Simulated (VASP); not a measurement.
# Nb (Im-3m) in VASP: a series of runs

Nb is run at these levels: r2SCAN; tasks: single point.

Everything below comes from runs of VASP 6.6.1. Logs are shortened: lines on timing, memory, paths and dates and some standing lists are left out, and cuts for length are marked.

## Step 1: The cell of the first run

Symmetry: Im-3m, No. 229, cubic system. Conventional cell: a = 3.302 Å, b = 3.302 Å, c = 3.302 Å, α = 90.00°, β = 90.00°, γ = 90.00°. Within 3.8 Å of Nb (site symmetry m-3m) lie 14 Nb at 2.86 to 3.30 Å.

## Step 2: Single point, r2SCAN

The input, POSCAR:

```
Nb
1.0
   -1.6511317439      1.6511317439      1.6511317439
    1.6511317439     -1.6511317439      1.6511317439
    1.6511317439      1.6511317439     -1.6511317439
Nb
1
Direct
    0.0000000000      0.0000000000      0.0000000000
```

The input, INCAR.step1:

```
SYSTEM = Nb
ALGO = Normal
EDIFF = 1E-4
ENCUT = 520
GGA = PE
ISMEAR = 1
LASPH = .True.
LCHARG = .False.
LREAL = .False.
LWAVE = .True.
NBANDS = 12
NELM = 100
PREC = Accurate
SIGMA = 0.01
```

The input, INCAR.step2:

```
SYSTEM = Nb
ALGO = Normal
EDIFF = 1E-6
ENCUT = 520
ISIF = 2
ISMEAR = 1
ISTART = 1
LASPH = .True.
LCHARG = .False.
LMIXTAU = .True.
LREAL = .False.
LWAVE = .False.
METAGGA = R2SCAN
NBANDS = 12
NELM = 100
PREC = Accurate
SIGMA = 0.01
```

The input, KPOINTS:

```
k-points
0
Gamma
  13 13 13
  0 0 0
```

Potentials or basis: VASP PAW PBE potentials, release 64 (Nb_sv).

Launch:

```console
$ cat potpaw_PBE.64/Nb_sv/POTCAR > POTCAR
$ cp INCAR.step1 INCAR
$ mpirun -np 1 vasp_std > vasp.out
$ cp INCAR.step2 INCAR
$ mpirun -np 1 vasp_std > vasp.out
```

OUTCAR:

```text
SYSTEM = Nb
   EDIFF = 1E-6
   ENCUT = 520
   ISIF = 2
   ISMEAR = 1
   ISTART = 1
   LASPH = .True.
   LREAL = .False.
   METAGGA = R2SCAN
   NELM = 100
   PREC = Accurate

 ion  position               nearest neighbor table
   1  0.000  0.000  0.000-

  LATTYP: Found a body centered cubic cell.
 ALAT       =     3.3022634878

  Lattice vectors:

 A1 = (  -1.6511317439,   1.6511317439,   1.6511317439)
 A2 = (   1.6511317439,  -1.6511317439,   1.6511317439)
 A3 = (   1.6511317439,   1.6511317439,  -1.6511317439)

Analysis of symmetry for initial positions (statically):
=====================================================================
 Subroutine PRICEL returns:
 Original cell was already a primitive cell.

 Routine SETGRP: Setting up the symmetry group for a
 body centered cubic supercell.

 Subroutine GETGRP returns: Found 48 space group operations
 (whereof 48 operations were pure point group operations)
 out of a pool of 48 trial point group operations.

The static configuration has the point symmetry O_h .

Analysis of symmetry for dynamics (positions and initial velocities):
=====================================================================
 Subroutine PRICEL returns:
 Original cell was already a primitive cell.

 Routine SETGRP: Setting up the symmetry group for a
 body centered cubic supercell.

 Subroutine GETGRP returns: Found 48 space group operations
 (whereof 48 operations were pure point group operations)
 out of a pool of 48 trial point group operations.

The dynamic configuration has the point symmetry O_h .

 Subroutine INISYM returns: Found 48 space group operations
 (whereof 48 operations are pure point group operations),
 and found     1 'primitive' translations

----------------------------------------------------------------------------------------

                                     Primitive cell

  volume of cell :      18.0055

  direct lattice vectors                    reciprocal lattice vectors
    -1.651131744  1.651131744  1.651131744     0.000000000  0.302822595  0.302822595
     1.651131744 -1.651131744  1.651131744     0.302822595  0.000000000  0.302822595
     1.651131744  1.651131744 -1.651131744     0.302822595  0.302822595  0.000000000

  length of vectors
     2.859844070  2.859844070  2.859844070     0.428255821  0.428255821  0.428255821

  position of ions in fractional coordinates (direct lattice)
     0.000000000  0.000000000  0.000000000

  ion indices of the primitive-cell ions
[... 82 lines left out ...]
   POTIM  = 0.5000    time-step for ionic-motion
   TEBEG  =    0.0;   TEEND  =   0.0 temperature during run
   PSTRESS=    0.0 pullay stress
   NELECT =      13.0000    total number of electrons
   NUPDOWN=      -1.0000    fix difference up-down
   EMIN   =  10.00;   EMAX   =-10.00  energy-range for DOS
   EFERMI =   0.00;   METHOD = LEGACY
   ISMEAR =     1;   SIGMA  =   0.01  broadening in eV -4-tet -1-fermi 0-gaus
   EFERMI_NEDOS =   21; number of points for ismear=-14 and -15
   IALGO  =     38    algorithm
   IMIX   =      4    mixing-type and parameters
     AMIX     =   0.40;   BMIX     =  1.00
     AMIX_MAG =   1.60;   BMIX_MAG =  1.00
  volume/ion in A,a.u.               =      18.01       121.51
  Fermi-wavevector in a.u.,A,eV,Ry     =   1.468659  2.775363 29.347202  2.156958
  Thomas-Fermi vector in A             =   2.584130
   LORBIT       =      0    0 simple, 1 ext, 2 COOP (PROOUT), +10 PAW based schemes
   METAGGA = R2SCAN    functional components
   LHFCALC =     F    Hartree Fock is set to
   AEXX    =    0.0000 exact exchange contribution
   IVDW    =     0    specifies the selected vdW correction
   LEPSILON=     F    determine dielectric tensor
   LRPA    =     F    only Hartree local field effects (RPA)
 non-spin polarized calculation
 Methfessel and Paxton  Order N= 1 SIGMA  =   0.01
  energy-cutoff  :      520.00
  volume of cell :       18.01
 maximum number of plane-waves:       493
 NGX is ok and might be reduce to    24
   NGX = 11   NGY = 11   NGZ = 11

 number of electron      13.0000000 magnetization

 Free energy of the ion-electron system (eV)
  ---------------------------------------------------
  ext. energy  EPLUGINS =         0.00000000
  ---------------------------------------------------
  free energy    TOTEN  =       -24.84870084 eV

  energy without entropy =      -24.84868717  energy(sigma->0) =      -24.84869628

 E-fermi :  11.1121     XC(G=0): -13.6268

 val. band max:       11.1107998196   @ k =  -0.1538   0.2308   0.0769
 cond. band min:      11.2173321245   @ k =   0.3077   0.1538  -0.0000
 fundamental gap:      0.1065323049
 Fermi energy:        11.1121230722

 k-point     1 :       0.0000    0.0000    0.0000
  band No.  band energies     occupation
      1     -45.0037      2.00000
      2     -19.5434      2.00000
      3     -19.5434      2.00000
      4     -19.5434      2.00000
      5       4.8572      2.00000
      6      11.5914      0.00000
      7      11.5914      0.00000
      8      11.5914      0.00000
      9      14.7131      0.00000
     10      14.7131      0.00000
     11      26.0203      0.00000
     12      26.0203      0.00000
[... 331 lines left out ...]
 k-point    24 :       0.2308    0.0769    0.0769
  band No.  band energies     occupation
      1     -44.8094      2.00000
      2     -20.5805      2.00000
      3     -19.8561      2.00000
      4     -19.6265      2.00000
      5       7.8172      2.00000
      6       9.8813      2.00000
      7      10.5840      2.00000
      8      14.4962      0.00000
      9      15.0538      0.00000
     10      16.1657      0.00000
     11      25.8156      0.00000
     12      26.5949      0.00000

 [... further k-points ...]

------------------------ aborting loop because EDIFF is reached ----------------------------------------

  FORCE on cell =-STRESS in cart. coord.  units (eV):
  Direction    XX          YY          ZZ          XY          YZ          ZX
  --------------------------------------------------------------------------------------
  -------------------------------------------------------------------------------------
  Total       -0.0751435     -0.0751435     -0.0751435     -0.0000000      0.0000000     -0.0000000
  in kB       -6.6864706     -6.6864706     -6.6864706     -0.0000000      0.0000000     -0.0000000
  external PRESSURE =      -6.6864706 kB  Pullay stress =       0.0000000 kB

 VOLUME and BASIS-vectors are now :
 -----------------------------------------------------------------------------
  energy-cutoff  :      520.00
  volume of cell :       18.01
      direct lattice vectors                 reciprocal lattice vectors
    -1.651131744  1.651131744  1.651131744     0.000000000  0.302822595  0.302822595
     1.651131744 -1.651131744  1.651131744     0.302822595  0.000000000  0.302822595
     1.651131744  1.651131744 -1.651131744     0.302822595  0.302822595  0.000000000

 POSITION                                       TOTAL-FORCE (eV/Angst)
 -----------------------------------------------------------------------------------
      0.00000      0.00000      0.00000         0.000000     -0.000000      0.000000
 -----------------------------------------------------------------------------------
    total drift:                                0.000000     -0.000000     -0.000000

  FREE ENERGIE OF THE ION-ELECTRON SYSTEM (eV)
  ---------------------------------------------------
  free  energy   TOTEN  =       -24.8487008403 eV

  energy  without entropy=      -24.8486871656  energy(sigma->0) =      -24.84869628
```

OUTCAR.step1:

```text
SYSTEM = Nb
   EDIFF = 1E-4
   ENCUT = 520
   GGA = PE
   ISMEAR = 1
   LASPH = .True.
[... 578 lines left out ...]
 -----------------------------------------------------------------------------------
      0.00000      0.00000      0.00000         0.000000     -0.000000      0.000000
 -----------------------------------------------------------------------------------
    total drift:                               -0.000000      0.000000      0.000000

  FREE ENERGIE OF THE ION-ELECTRON SYSTEM (eV)
  ---------------------------------------------------
  free  energy   TOTEN  =       -10.2225809392 eV

  energy  without entropy=      -10.2225494441  energy(sigma->0) =      -10.22257044
```

Run time: 2.5 min. Hardware: 1 thread of AMD EPYC 7R13, shared host; peak memory 0.12 GiB.

What came out:

```
Free energy : -24.8487 eV
Pressure    : -0.7 GPa
```

Caveat: the PAW data sets were made with another functional, which shifts forces and pressure a little.

## Step 3: Single point, r2SCAN

POSCAR is that of step 2.

The input, INCAR.step1:

```
SYSTEM = Nb
PREC     = Accurate       ! precision mode
ENCUT    = 520            ! plane-wave cutoff, eV
ISMEAR   = 1              ! smearing method
SIGMA    = 0.03           ! smearing width, eV
LREAL    = .FALSE.        ! projectors in reciprocal space
LASPH    = .TRUE.         ! aspherical terms in the spheres
NELM     = 80             ! most SCF steps
NBANDS   = 12             ! bands
GGA      = PE             ! functional
ALGO     = Normal         ! electronic algorithm
EDIFF    = 1E-4           ! SCF threshold, eV
LWAVE    = .TRUE.         ! write WAVECAR
LCHARG   = .FALSE.        ! write CHGCAR
```

The input, INCAR.step2:

```
SYSTEM = Nb
PREC     = Accurate       ! precision mode
ENCUT    = 520            ! plane-wave cutoff, eV
EDIFF    = 1E-7           ! SCF threshold, eV
ISMEAR   = 1              ! smearing method
SIGMA    = 0.03           ! smearing width, eV
LREAL    = .FALSE.        ! projectors in reciprocal space
LASPH    = .TRUE.         ! aspherical terms in the spheres
NELM     = 80             ! most SCF steps
ALGO     = Normal         ! electronic algorithm
ISIF     = 2              ! what is computed and relaxed
LWAVE    = .FALSE.        ! write WAVECAR
LCHARG   = .FALSE.        ! write CHGCAR
METAGGA  = R2SCAN         ! meta-GGA
LMIXTAU  = .TRUE.       
NBANDS   = 12             ! bands
ISTART   = 1
```

The input, KPOINTS:

```
Automatic mesh
0
G
  13 13 13
  0 0 0
```

Potentials or basis: VASP PAW PBE potentials, release 64 (Nb_sv).

Launch:

```console
$ cat potpaw_PBE.64/Nb_sv/POTCAR > POTCAR
$ cp INCAR.step1 INCAR
$ mpirun -np 1 vasp_std > vasp.out
$ cp INCAR.step2 INCAR
$ mpirun -np 1 vasp_std > vasp.out
```

Run time: 2.5 min. Hardware: 1 thread of AMD EPYC 7R13, shared host; peak memory 0.12 GiB.

It converged, with:

| Property | Result |
| --- | --- |
| Free energy | -24.8487 eV |
| Pressure | -0.7 GPa |

Levels at points of the mesh, in eV from the Fermi level:
| k point | band 4 | band 5 | band 6 | band 7 | band 8 | band 9 |
| --- | --- | --- | --- | --- | --- | --- |
| (0.00, 0.00, 0.00) | -30.66 | -6.26 | 0.47 | 0.47 | 0.47 | 3.60 |

Caveat: the PAW data sets were made with another functional, which shifts forces and pressure a little.

## Step 4: Single point, r2SCAN

POSCAR is that of step 3.

The input, INCAR.step1:

```
SYSTEM = Nb
PREC = Accurate
ENCUT = 520
ISMEAR = 1
SIGMA = 0.1
LREAL = .FALSE.
LASPH = .TRUE.
NELM = 80
NBANDS = 12
GGA = PE
ALGO = Normal
EDIFF = 1E-4
LWAVE = .TRUE.
LCHARG = .FALSE.
```

The input, INCAR.step2:

```
SYSTEM = Nb
PREC = Accurate
ENCUT = 520
EDIFF = 1E-6
ISMEAR = 1
SIGMA = 0.1
LREAL = .FALSE.
LASPH = .TRUE.
NELM = 80
ALGO = Normal
ISIF = 2
LWAVE = .FALSE.
LCHARG = .FALSE.
METAGGA = R2SCAN
LMIXTAU = .TRUE.
NBANDS = 12
ISTART = 1
```

KPOINTS is that of step 3.

Potentials or basis: VASP PAW PBE potentials, release 64 (Nb_sv).

Launch:

```console
$ cat potpaw_PBE.64/Nb_sv/POTCAR > POTCAR
$ cp INCAR.step1 INCAR
$ mpirun -np 1 vasp_std > vasp.out
$ cp INCAR.step2 INCAR
$ mpirun -np 1 vasp_std > vasp.out
```

OUTCAR:

```text
SYSTEM = Nb
   PREC = Accurate
   ENCUT = 520
   EDIFF = 1E-6
   ISMEAR = 1
   LREAL = .FALSE.
   LASPH = .TRUE.
   NELM = 80
   ISIF = 2
   METAGGA = R2SCAN
   ISTART = 1

 ion  position               nearest neighbor table
   1  0.000  0.000  0.000-

  LATTYP: Found a body centered cubic cell.
 ALAT       =     3.3022634878

  Lattice vectors:

 A1 = (  -1.6511317439,   1.6511317439,   1.6511317439)
 A2 = (   1.6511317439,  -1.6511317439,   1.6511317439)
 A3 = (   1.6511317439,   1.6511317439,  -1.6511317439)

Analysis of symmetry for initial positions (statically):
=====================================================================
 Subroutine PRICEL returns:
 Original cell was already a primitive cell.

 Routine SETGRP: Setting up the symmetry group for a
 body centered cubic supercell.

 Subroutine GETGRP returns: Found 48 space group operations
 (whereof 48 operations were pure point group operations)
 out of a pool of 48 trial point group operations.

The static configuration has the point symmetry O_h .

Analysis of symmetry for dynamics (positions and initial velocities):
=====================================================================
 Subroutine PRICEL returns:
 Original cell was already a primitive cell.

 Routine SETGRP: Setting up the symmetry group for a
 body centered cubic supercell.

 Subroutine GETGRP returns: Found 48 space group operations
 (whereof 48 operations were pure point group operations)
 out of a pool of 48 trial point group operations.

The dynamic configuration has the point symmetry O_h .

 Subroutine INISYM returns: Found 48 space group operations
 (whereof 48 operations are pure point group operations),
 and found     1 'primitive' translations

----------------------------------------------------------------------------------------

                                     Primitive cell

  volume of cell :      18.0055

[... 112 lines left out ...]
   LHFCALC =     F    Hartree Fock is set to
   AEXX    =    0.0000 exact exchange contribution
   IVDW    =     0    specifies the selected vdW correction
   LEPSILON=     F    determine dielectric tensor
   LRPA    =     F    only Hartree local field effects (RPA)
 non-spin polarized calculation
 Methfessel and Paxton  Order N= 1 SIGMA  =   0.10
  energy-cutoff  :      520.00
  volume of cell :       18.01
 maximum number of plane-waves:       493
 NGX is ok and might be reduce to    24
   NGX = 11   NGY = 11   NGZ = 11

 number of electron      13.0000000 magnetization

 Free energy of the ion-electron system (eV)
  ---------------------------------------------------
  ext. energy  EPLUGINS =         0.00000000
  ---------------------------------------------------
  free energy    TOTEN  =       -24.84816678 eV

  energy without entropy =      -24.84962345  energy(sigma->0) =      -24.84865234

 E-fermi :  11.1471     XC(G=0): -13.6268

 val. band max:       11.1115479604   @ k =  -0.1538   0.2308   0.0769
 cond. band min:      11.2181697965   @ k =   0.3077   0.1538  -0.0000
 fundamental gap:      0.1066218362
 Fermi energy:        11.1470507539

 k-point     1 :       0.0000    0.0000    0.0000
  band No.  band energies     occupation
      1     -45.0008      2.00000
      2     -19.5406      2.00000
      3     -19.5406      2.00000
      4     -19.5406      2.00000
      5       4.8572      2.00000
      6      11.5921     -0.00000
      7      11.5921     -0.00000
      8      11.5921     -0.00000
      9      14.7149      0.00000
     10      14.7149      0.00000
     11      26.0211      0.00000
     12      26.0211      0.00000
[... 331 lines left out ...]
 k-point    24 :       0.2308    0.0769    0.0769
  band No.  band energies     occupation
      1     -44.8064      2.00000
      2     -20.5780      2.00000
      3     -19.8535      2.00000
      4     -19.6237      2.00000
      5       7.8175      2.00000
      6       9.8819      2.00000
      7      10.5848      2.00000
      8      14.4979      0.00000
      9      15.0557      0.00000
     10      16.1672      0.00000
     11      25.8167      0.00000
     12      26.5963      0.00000

 [... further k-points ...]

------------------------ aborting loop because EDIFF is reached ----------------------------------------

  FORCE on cell =-STRESS in cart. coord.  units (eV):
  Direction    XX          YY          ZZ          XY          YZ          ZX
  --------------------------------------------------------------------------------------
  -------------------------------------------------------------------------------------
  Total       -0.0889523     -0.0889523     -0.0889523     -0.0000000     -0.0000000      0.0000000
  in kB       -7.9152133     -7.9152133     -7.9152133     -0.0000000     -0.0000000      0.0000000
  external PRESSURE =      -7.9152133 kB  Pullay stress =       0.0000000 kB

 VOLUME and BASIS-vectors are now :
 -----------------------------------------------------------------------------
  energy-cutoff  :      520.00
  volume of cell :       18.01
      direct lattice vectors                 reciprocal lattice vectors
    -1.651131744  1.651131744  1.651131744     0.000000000  0.302822595  0.302822595
     1.651131744 -1.651131744  1.651131744     0.302822595  0.000000000  0.302822595
     1.651131744  1.651131744 -1.651131744     0.302822595  0.302822595  0.000000000

 POSITION                                       TOTAL-FORCE (eV/Angst)
 -----------------------------------------------------------------------------------
      0.00000      0.00000      0.00000        -0.000000     -0.000000     -0.000000
 -----------------------------------------------------------------------------------
    total drift:                               -0.000000      0.000000     -0.000000

  FREE ENERGIE OF THE ION-ELECTRON SYSTEM (eV)
  ---------------------------------------------------
  free  energy   TOTEN  =       -24.8481667795 eV

  energy  without entropy=      -24.8496234482  energy(sigma->0) =      -24.84865234
```

OUTCAR.step1:

```text
SYSTEM = Nb
   PREC = Accurate
   ENCUT = 520
   ISMEAR = 1
   LREAL = .FALSE.
   LASPH = .TRUE.
   NELM = 80
[... 577 lines left out ...]
 -----------------------------------------------------------------------------------
      0.00000      0.00000      0.00000         0.000000      0.000000     -0.000000
 -----------------------------------------------------------------------------------
    total drift:                               -0.000000      0.000000      0.000000

  FREE ENERGIE OF THE ION-ELECTRON SYSTEM (eV)
  ---------------------------------------------------
  free  energy   TOTEN  =       -10.2226418475 eV

  energy  without entropy=      -10.2238722627  energy(sigma->0) =      -10.22305199
```

It took 2.4 min on 1 thread of AMD EPYC 7R13, shared host; peak memory 0.12 GiB.

What came out:

```yaml
Free_energy: -24.8482 eV
Pressure: -0.8 GPa
```

Levels at points of the mesh, in eV from the Fermi level:
```tsv
k point	band 3	band 4	band 5	band 6	band 7	band 8	band 9	band 10
(0.00, 0.00, 0.00)	-30.69	-30.69	-6.29	0.45	0.45	0.45	3.57	3.57
```

Caveat: the PAW data sets were made with another functional, which shifts forces and pressure a little.

## Step 5: Summary

| smearing | gap on the mesh (eV) | pressure (GPa) |
| --- | --- | --- |
| methfessel-paxton 0.01 eV | none | -0.7 |
| methfessel-paxton 0.03 eV | none | -0.7 |
| methfessel-paxton 0.1 eV | none | -0.8 |

Alike in all rows: task single point; level r2SCAN; potentials or basis VASP PAW PBE potentials, release 64 (Nb_sv); no spin polarisation; cell as given; k mesh 13 × 13 × 13; cutoff (eV) 520.

Every run on the cell as given and a fine mesh finds a metal.

Caveats: the PAW data sets were made with another functional, which shifts forces and pressure a little.

Total energies depend on the potentials used, so only differences within one code and one set of settings carry meaning.
